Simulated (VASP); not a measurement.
A run of VASP 6.6.1:

The input INCAR:

```
SYSTEM = Mo2F3
PREC = Accurate
ENCUT = 520
EDIFF = 1E-6
ISMEAR = 0
SIGMA = 0.1
LREAL = .FALSE.
LASPH = .TRUE.
NELM = 150
ALGO = Normal
ISIF = 2
LWAVE = .FALSE.
LCHARG = .FALSE.
ISPIN = 2
MAGMOM = 1 1 0 0 0
LORBIT = 11
LMAXMIX = 4
GGA = PE
NBANDS = 36
```

File KPOINTS:

```
regular mesh
0
G
  4 4 4
  0 0 0
```

POSCAR

```
Mo2F3
1.0
    4.1405031200      0.0000000000      0.0000000000
    0.0000000000      4.1405031200      0.0000000000
    0.0000000000      0.0000000000      4.1405031200
Mo F
2 3
Direct
    0.5000000000      0.5000000000      0.5000000000
    0.0000000000      0.0000000000      0.0000000000
    0.5000000000      0.0000000000      0.0000000000
    0.0000000000      0.5000000000      0.0000000000
    0.0000000000      0.0000000000      0.5000000000
```

Potentials or basis: VASP PAW PBE potentials, release 64 (Mo_sv, F).

Command:

```bash
$ cat potpaw_PBE.64/Mo_sv/POTCAR potpaw_PBE.64/F/POTCAR > POTCAR
$ mpirun -np 1 vasp_std > vasp.out
```

Hardware: 1 thread of AMD EPYC 9R45 96-Core Processor (Zen 5), with other jobs on the host.

Task: How long does it take, and how much memory?

Result: It took 44 s on 1 thread of AMD EPYC 9R45 96-Core Processor (Zen 5), with other jobs on the host, peak memory 0.18 GiB. Counts: scf iterations 23, k points 10.
